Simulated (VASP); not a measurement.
# KF (R-3m) in VASP: a series of runs

KF is run at these levels: LDA; tasks: single point.

All numbers are computed with VASP 6.6.1; they aren't measurements. Logs are shortened: lines on timing, memory, paths and dates and some standing lists are left out, and cuts for length are marked.

### Step 1. The cell of the first run

Symmetry: R-3m, No. 166, trigonal system. Conventional cell: a = 3.457 Å, b = 3.457 Å, c = 9.176 Å, α = 90.00°, β = 90.00°, γ = 120.00°. Within 3.3 Å of K (site symmetry -3m) lie 6 F at 2.51 Å. Within 3.3 Å of F (site symmetry -3m) lie 6 K at 2.51 Å.

### Step 2. Single point, LDA

The input, INCAR:

```
SYSTEM = KF
ALGO = Normal
EDIFF = 1E-6
ENCUT = 520
ISIF = 2
ISMEAR = 0
LASPH = .TRUE.
LCHARG = .FALSE.
LREAL = .FALSE.
LWAVE = .FALSE.
NBANDS = 15
NELM = 100
PREC = Accurate
SIGMA = 0.05
```

The input, KPOINTS:

```
k-points
0
G
  8 8 8
  0 0 0
```

The input, POSCAR:

```
KF
1.0
    0.1360885837      2.5807936793      2.5807936793
    2.5807936793      0.1360885837      2.5807936793
    2.5807936793      2.5807936793      0.1360885837
K F
1 1
Direct
    0.0000000000      0.0000000000      0.0000000000
    0.5000000000      0.5000000000      0.5000000000
```

Potentials or basis: VASP PAW LDA potentials, release 64 (K_sv, F).

Launch:

```console
$ cat potpaw_LDA.64/K_sv/POTCAR potpaw_LDA.64/F/POTCAR > POTCAR
$ mpirun -np 1 vasp_std > vasp.out
```

OUTCAR:

```text
SYSTEM = KF
   EDIFF = 1E-6
   ENCUT = 520
   ISIF = 2
   ISMEAR = 0
   LASPH = .TRUE.
   LREAL = .FALSE.
   NELM = 100
   PREC = Accurate

 ion  position               nearest neighbor table
   1  0.000  0.000  0.000-   2 2.51   2 2.51   2 2.51   2 2.51   2 2.51   2 2.51
   2  0.500  0.500  0.500-   1 2.51   1 2.51   1 2.51   1 2.51   1 2.51   1 2.51

  LATTYP: Found a trigonal (rhomboedric) cell.
 ALAT       =     3.6523296857
 COS(alpha) =     0.5519638991

  Lattice vectors:

 A1 = (   0.1360885837,   2.5807936793,   2.5807936793)
 A2 = (   2.5807936793,   0.1360885837,   2.5807936793)
 A3 = (   2.5807936793,   2.5807936793,   0.1360885837)

Analysis of symmetry for initial positions (statically):
=====================================================================
 Subroutine PRICEL returns:
 Original cell was already a primitive cell.

 Routine SETGRP: Setting up the symmetry group for a
 trigonal (rhombohedral) supercell.

 Subroutine GETGRP returns: Found 12 space group operations
 (whereof 12 operations were pure point group operations)
 out of a pool of 12 trial point group operations.

The static configuration has the point symmetry D_3d.

Analysis of symmetry for dynamics (positions and initial velocities):
=====================================================================
 Subroutine PRICEL returns:
 Original cell was already a primitive cell.

 Routine SETGRP: Setting up the symmetry group for a
 trigonal (rhombohedral) supercell.

 Subroutine GETGRP returns: Found 12 space group operations
 (whereof 12 operations were pure point group operations)
 out of a pool of 12 trial point group operations.

The dynamic configuration has the point symmetry D_3d.

 Subroutine INISYM returns: Found 12 space group operations
 (whereof 12 operations are pure point group operations),
 and found     1 'primitive' translations

----------------------------------------------------------------------------------------

                                     Primitive cell

  volume of cell :      31.6620

  direct lattice vectors                    reciprocal lattice vectors
     0.136088584  2.580793679  2.580793679    -0.209777522  0.199269770  0.199269770
     2.580793679  0.136088584  2.580793679     0.199269770 -0.209777522  0.199269770
     2.580793679  2.580793679  0.136088584     0.199269770  0.199269770 -0.209777522

  length of vectors
     3.652329686  3.652329686  3.652329686     0.351316796  0.351316796  0.351316796

  position of ions in fractional coordinates (direct lattice)
     0.000000000  0.000000000  0.000000000
     0.500000000  0.500000000  0.500000000

  ion indices of the primitive-cell ions
[... 89 lines left out ...]
   EFERMI =   0.00;   METHOD = LEGACY
   ISMEAR =     0;   SIGMA  =   0.05  broadening in eV -4-tet -1-fermi 0-gaus
   EFERMI_NEDOS =   21; number of points for ismear=-14 and -15
   IALGO  =     38    algorithm
   IMIX   =      4    mixing-type and parameters
     AMIX     =   0.40;   BMIX     =  1.00
     AMIX_MAG =   1.60;   BMIX_MAG =  1.00
  volume/ion in A,a.u.               =      15.83       106.83
  Fermi-wavevector in a.u.,A,eV,Ry     =   1.303973  2.464152 23.134618  1.700346
  Thomas-Fermi vector in A             =   2.434940
   LORBIT       =      0    0 simple, 1 ext, 2 COOP (PROOUT), +10 PAW based schemes
   GGA     = CA    functional components
   LHFCALC =     F    Hartree Fock is set to
   AEXX    =    0.0000 exact exchange contribution
   IVDW    =     0    specifies the selected vdW correction
   LEPSILON=     F    determine dielectric tensor
   LRPA    =     F    only Hartree local field effects (RPA)
 non-spin polarized calculation
 Gauss-broadening in eV      SIGMA  =   0.05
  energy-cutoff  :      520.00
  volume of cell :       31.66
 maximum number of plane-waves:       867
   NGX = 13   NGY = 13   NGZ = 13

 number of electron      16.0000005 magnetization

 Free energy of the ion-electron system (eV)
  ---------------------------------------------------
  ext. energy  EPLUGINS =         0.00000000
  ---------------------------------------------------
  free energy    TOTEN  =        -9.01732817 eV

  energy without entropy =       -9.01732817  energy(sigma->0) =       -9.01732817

 E-fermi :  -2.2967     XC(G=0): -10.0249

 val. band max:       -2.5806513989   @ k =   0.5000   0.5000  -0.0000
 cond. band min:       4.2112284524   @ k =   0.0000   0.0000   0.0000
 fundamental gap:      6.7918798513
 Fermi energy:        -2.2967060550

 k-point     1 :       0.0000    0.0000    0.0000
  band No.  band energies     occupation
      1     -27.8869      2.00000
      2     -20.9245      2.00000
      3     -11.2225      2.00000
      4     -11.1017      2.00000
      5     -11.1017      2.00000
      6      -2.6524      2.00000
      7      -2.5830      2.00000
      8      -2.5830      2.00000
      9       4.2112      0.00000
     10       7.7379      0.00000
     11       8.6222      0.00000
     12       8.6222      0.00000
     13      10.4120      0.00000
     14      10.4120      0.00000
[... 401 lines left out ...]
      2     -21.0944      2.00000
      3     -11.4731      2.00000
      4     -11.2769      2.00000
      5     -11.1343      2.00000
      6      -3.3901      2.00000
      7      -3.0059      2.00000
      8      -2.8328      2.00000
      9       6.5310      0.00000
     10       7.5942      0.00000
     11       9.4459      0.00000
     12       9.9213      0.00000
     13      11.5857      0.00000
     14      11.7398      0.00000
     15      17.2066      0.00000

 [... further k-points ...]

------------------------ aborting loop because EDIFF is reached ----------------------------------------

  FORCE on cell =-STRESS in cart. coord.  units (eV):
  Direction    XX          YY          ZZ          XY          YZ          ZX
  --------------------------------------------------------------------------------------
  -------------------------------------------------------------------------------------
  Total        0.9135726      0.9135726      0.9135726     -0.1392309     -0.1392309     -0.1392309
  in kB       46.2290857     46.2290857     46.2290857     -7.0454344     -7.0454344     -7.0454344
  external PRESSURE =      46.2290857 kB  Pullay stress =       0.0000000 kB

 VOLUME and BASIS-vectors are now :
 -----------------------------------------------------------------------------
  energy-cutoff  :      520.00
  volume of cell :       31.66
      direct lattice vectors                 reciprocal lattice vectors
     0.136088584  2.580793679  2.580793679    -0.209777522  0.199269770  0.199269770
     2.580793679  0.136088584  2.580793679     0.199269770 -0.209777522  0.199269770
     2.580793679  2.580793679  0.136088584     0.199269770  0.199269770 -0.209777522

 POSITION                                       TOTAL-FORCE (eV/Angst)
 -----------------------------------------------------------------------------------
      0.00000      0.00000      0.00000         0.000000     -0.000000      0.000000
      2.64884      2.64884      2.64884         0.000000      0.000000     -0.000000
 -----------------------------------------------------------------------------------
    total drift:                                0.000000      0.000000      0.000000

  FREE ENERGIE OF THE ION-ELECTRON SYSTEM (eV)
  ---------------------------------------------------
  free  energy   TOTEN  =        -9.0173281681 eV

  energy  without entropy=       -9.0173281681  energy(sigma->0) =       -9.01732817
```

stdout:

```text
POSCAR found type information on POSCAR K F
 POSCAR found :  2 types and       2 ions
 scaLAPACK will be used
 LDA part: xc-table for (Slater(with rela. corr.)+CA(PZ))
 , standard interpolation
 POSCAR, INCAR and KPOINTS ok, starting setup
 FFT: planning ... GRIDC
 FFT: planning ... GRID_SOFT
 FFT: planning ... GRID
 WAVECAR not read
 entering main loop
```

Run time: 31 s. Hardware: 1 thread of Intel Xeon Platinum 8375C at 2.90GHz (Ice Lake), shared host; peak memory 0.16 GiB.

What came out:

```
Free energy            : -9.0173 eV
Pressure               : 4.6 GPa
Band gap on the k mesh : 6.79 eV, indirect (the least direct gap lies 2.3 meV higher)
```

Stress tensor (GPa, compression positive):
```
 4.62 -0.70 -0.70
-0.70  4.62 -0.70
-0.70 -0.70  4.62
```

A k mesh can miss the band edges.

### Step 3. Single point, LDA

This run uses another cell than the first one, of 17.48 Å³/atom, 1.104 times its volume.

The input, INCAR:

```
SYSTEM = KF
ALGO     = Normal         ! electronic algorithm
EDIFF    = 1E-7           ! SCF threshold, eV
ENCUT    = 520            ! plane-wave cutoff, eV
ISIF     = 2              ! what is computed and relaxed
ISMEAR   = 0              ! smearing method
LASPH    = .True.         ! aspherical terms in the spheres
LCHARG   = .False.        ! write CHGCAR
LREAL    = .False.        ! projectors in reciprocal space
LWAVE    = .False.        ! write WAVECAR
NBANDS   = 15             ! bands
NELM     = 80             ! most SCF steps
PREC     = Accurate       ! precision mode
SIGMA    = 0.05           ! smearing width, eV
```

The input, KPOINTS:

```
k-points
0
Gamma
  8 8 8
  0 0 0
```

The input, POSCAR:

```
KF
1.0
    0.1406665698      2.6676109368      2.6676109368
    2.6676109368      0.1406665698      2.6676109368
    2.6676109368      2.6676109368      0.1406665698
K F
1 1
Direct
    0.0000000000      0.0000000000      0.0000000000
    0.5000000000      0.5000000000      0.5000000000
```

Potentials or basis: VASP PAW LDA potentials, release 64 (K_sv, F).

Launch:

```console
$ cat potpaw_LDA.64/K_sv/POTCAR potpaw_LDA.64/F/POTCAR > POTCAR
$ mpirun -np 1 vasp_std > vasp.out
```

Run time: 82 s. Hardware: 1 thread of AMD EPYC 7R13, shared host; peak memory 0.13 GiB.

It converged, with:

| Property | Result |
| --- | --- |
| Free energy | -9.0573 eV |
| Pressure | -0.6 GPa |
| Band gap on the k mesh | 6.19 eV, direct |

Stress tensor (GPa, compression positive):
```
-0.65 -0.87 -0.87
-0.87 -0.65 -0.87
-0.87 -0.87 -0.65
```

Levels at points of the mesh, in eV from the valence-band top:
| k point | band 5 | band 6 | band 7 | band 8 | band 9 | band 10 | band 11 | band 12 |
| --- | --- | --- | --- | --- | --- | --- | --- | --- |
| (0.00, 0.00, 0.00) | -8.86 | -0.08 | 0.00 | 0.00 | 6.19 | 10.13 | 10.95 | 10.95 |
| (0.50, 0.00, 0.00) | -8.92 | -1.00 | -0.59 | -0.43 | 9.11 | 10.91 | 11.98 | 12.75 |
| (0.50, 0.50, 0.00) | -9.14 | -0.21 | -0.09 | -0.04 | 7.89 | 10.51 | 12.07 | 13.90 |
| (0.50, 0.50, 0.50) | -8.88 | -0.98 | -0.36 | -0.36 | 8.86 | 10.60 | 12.19 | 12.19 |

A k mesh can miss the band edges. A hybrid or GW would open this gap; LDA tends to underestimate it.

### Step 4. Single point, LDA

This run uses another cell than the first one, of 17.48 Å³/atom, 1.104 times its volume.

The input, INCAR:

```
SYSTEM = KF
  ALGO = Normal
  EDIFF = 1E-6
  ENCUT = 520
  GGA = CA
  ISIF = 2
  ISMEAR = 0
  LASPH = .True.
  LCHARG = .False.
  LREAL = .False.
  LWAVE = .False.
  NBANDS = 15
  NELM = 100
  PREC = Accurate
  SIGMA = 0.05
```

KPOINTS is that of step 3.

The input, POSCAR:

```
KF
1.0
   -0.1368372124      2.5288227694      2.5288227694
    2.5288227694     -0.1368372124      2.5288227694
    2.5288227694      2.5288227694     -0.1368372124
K F
1 1
Direct
    0.0000000000      0.0000000000      0.0000000000
    0.5000000000      0.5000000000      0.5000000000
```

Launch:

```console
$ cat potpaw_LDA.64/K_sv/POTCAR potpaw_LDA.64/F/POTCAR > POTCAR
$ mpirun -np 1 vasp_std > vasp.out
```

It took 68 s on 1 thread of AMD EPYC 7R13, shared host; peak memory 0.13 GiB.

Results (log left out):

* Free energy: -9.0605 eV
* Pressure: -0.6 GPa
* Band gap on the k mesh: 6.19 eV, direct

Stress tensor (GPa, compression positive):
```
-0.64  0.60  0.60
 0.60 -0.64  0.60
 0.60  0.60 -0.64
```

Levels at points of the mesh, in eV from the valence-band top:
| k point | band 5 | band 6 | band 7 | band 8 | band 9 | band 10 | band 11 | band 12 |
| --- | --- | --- | --- | --- | --- | --- | --- | --- |
| (0.00, 0.00, 0.00) | -8.85 | -0.07 | -0.07 | 0.00 | 6.19 | 10.34 | 10.34 | 11.33 |
| (0.50, 0.00, 0.00) | -8.90 | -1.01 | -0.52 | -0.38 | 9.00 | 10.74 | 11.85 | 12.71 |
| (0.50, 0.50, 0.00) | -9.13 | -0.22 | -0.11 | -0.05 | 7.88 | 10.50 | 12.06 | 13.88 |
| (0.50, 0.50, 0.50) | -8.99 | -1.01 | -0.60 | -0.60 | 9.22 | 11.07 | 12.40 | 12.40 |

### Step 5. Single point, LDA

This run uses another cell than the first one, of 17.21 Å³/atom, 1.087 times its volume.

The input, INCAR:

```
ALGO     = Normal         # electronic algorithm
EDIFF    = 1E-6           # SCF threshold, eV
ENCUT    = 520            # plane-wave cutoff, eV
GGA      = CA             # functional
ISIF     = 2              # what is computed and relaxed
ISMEAR   = 0              # smearing method
LASPH    = T              # aspherical terms in the spheres
LCHARG   = F              # write CHGCAR
LREAL    = F              # projectors in reciprocal space
LWAVE    = F              # write WAVECAR
NBANDS   = 15             # bands
NELM     = 100            # most SCF steps
PREC     = Accurate       # precision mode
SIGMA    = 0.05           # smearing width, eV
```

The input, KPOINTS:

```
k-points
0
Gamma
  8 8 8
```

The input, POSCAR:

```
KF
1.0
    0.1399247897      2.6535437667      2.6535437667
    2.6535437667      0.1399247897      2.6535437667
    2.6535437667      2.6535437667      0.1399247897
K F
1 1
Direct
    0.0000000000      0.0000000000      0.0000000000
    0.5000000000      0.5000000000      0.5000000000
```

Launch:

```console
$ cat potpaw_LDA.64/K_sv/POTCAR potpaw_LDA.64/F/POTCAR > POTCAR
$ mpirun -np 1 vasp_std > vasp.out
```

Run time: 67 s. Hardware: 1 thread of AMD EPYC 7R13, shared host; peak memory 0.13 GiB.

It converged, with:

```
Free energy            : -9.0577 eV
Pressure               : 0.0 GPa
Band gap on the k mesh : 6.29 eV, direct
```

Stress tensor (GPa, compression positive):
```
 0.04 -0.85 -0.85
-0.85  0.04 -0.85
-0.85 -0.85  0.04
```

Levels at points of the mesh, in eV from the valence-band top:
```csv
k point,band 4,band 5,band 6,band 7,band 8,band 9,band 10,band 11,band 12,band 13
"(0.00, 0.00, 0.00)",-8.80,-8.80,-0.08,0.00,0.00,6.29,10.16,10.99,10.99,12.66
"(0.50, 0.00, 0.00)",-8.89,-8.87,-1.02,-0.61,-0.45,9.18,11.04,12.06,12.84,14.73
"(0.50, 0.50, 0.00)",-9.17,-9.10,-0.20,-0.08,-0.03,7.89,10.60,12.20,13.98,14.73
"(0.50, 0.50, 0.50)",-8.82,-8.82,-1.00,-0.38,-0.38,8.93,10.72,12.26,12.26,14.88
```

A k mesh can miss the band edges.

### Step 6. Single point, LDA

This run uses another cell than the first one, of 16.93 Å³/atom, 1.070 times its volume.

The input, INCAR:

```
SYSTEM = KF
PREC     = Accurate       ! precision mode
ENCUT    = 520            ! plane-wave cutoff, eV
EDIFF    = 1E-6           ! SCF threshold, eV
ISMEAR   = 0              ! smearing method
SIGMA    = 0.05           ! smearing width, eV
LREAL    = .FALSE.        ! projectors in reciprocal space
LASPH    = .TRUE.         ! aspherical terms in the spheres
NELM     = 100            ! most SCF steps
ALGO     = Normal         ! electronic algorithm
ISIF     = 2              ! what is computed and relaxed
LWAVE    = .FALSE.        ! write WAVECAR
LCHARG   = .FALSE.        ! write CHGCAR
NBANDS   = 15             ! bands
```

The input, KPOINTS:

```
regular mesh
0
G
  8 8 8
  0 0 0
```

The input, POSCAR:

```
KF
1.0
   -0.1353869700      2.5020215357      2.5020215357
    2.5020215357     -0.1353869700      2.5020215357
    2.5020215357      2.5020215357     -0.1353869700
K F
1 1
Direct
    0.0000000000      0.0000000000      0.0000000000
    0.5000000000      0.5000000000      0.5000000000
```

Potentials or basis: VASP PAW LDA potentials, release 64 (K_sv, F).

Launch:

```console
$ cat potpaw_LDA.64/K_sv/POTCAR potpaw_LDA.64/F/POTCAR > POTCAR
$ mpirun -np 1 vasp_std > vasp.out
```

Wall time 21 s (1 thread of AMD EPYC 9R14 (Zen 4), shared host); peak memory 0.13 GiB.

Results (log left out):

| Quantity | Value |
| --- | --- |
| Free energy | -9.0588 eV |
| Pressure | 0.8 GPa |
| Band gap on the k mesh | 6.37 eV, direct |

Stress tensor (GPa, compression positive):
```
0.79 0.56 0.56
0.56 0.79 0.56
0.56 0.56 0.79
```

Levels at points of the mesh, in eV from the valence-band top:
```
           k point  band 5  band 6  band 7  band 8  band 9  band 10  band 11  band 12
(0.00, 0.00, 0.00)   -8.74   -0.06   -0.06    0.00    6.37    10.41    10.41    11.43
(0.50, 0.00, 0.00)   -8.79   -1.05   -0.56   -0.41    9.13    10.99    11.98    12.88
(0.50, 0.50, 0.00)   -9.04   -0.19   -0.09   -0.04    7.89    10.68    12.33    14.05
(0.50, 0.50, 0.50)   -8.89   -1.06   -0.64   -0.64    9.35    11.32    12.56    12.56
```

A k mesh can miss the band edges. A hybrid or GW would open this gap; LDA tends to underestimate it.

### Step 7. Overview

| cell | gap on the mesh (eV) | pressure (GPa) |
| --- | --- | --- |
| a = 3.652 Å, angles 56.5°, 2 atoms | 6.79 | 4.6 |
| a = 3.775 Å, angles 56.5°, 2 atoms | 6.19 | -0.6 |
| a = 3.579 Å, angles 63.6°, 2 atoms | 6.19 | -0.6 |
| a = 3.755 Å, angles 56.5°, 2 atoms | 6.29 | 0.0 |
| a = 3.541 Å, angles 63.6°, 2 atoms | 6.37 | 0.8 |

Alike in all rows: task single point; level LDA; potentials or basis VASP PAW LDA potentials, release 64 (K_sv, F); no spin polarisation; k mesh 8 × 8 × 8; cutoff (eV) 520; smearing gaussian 0.05 eV.

Absolute energies hang on the potentials; compare differences alone.
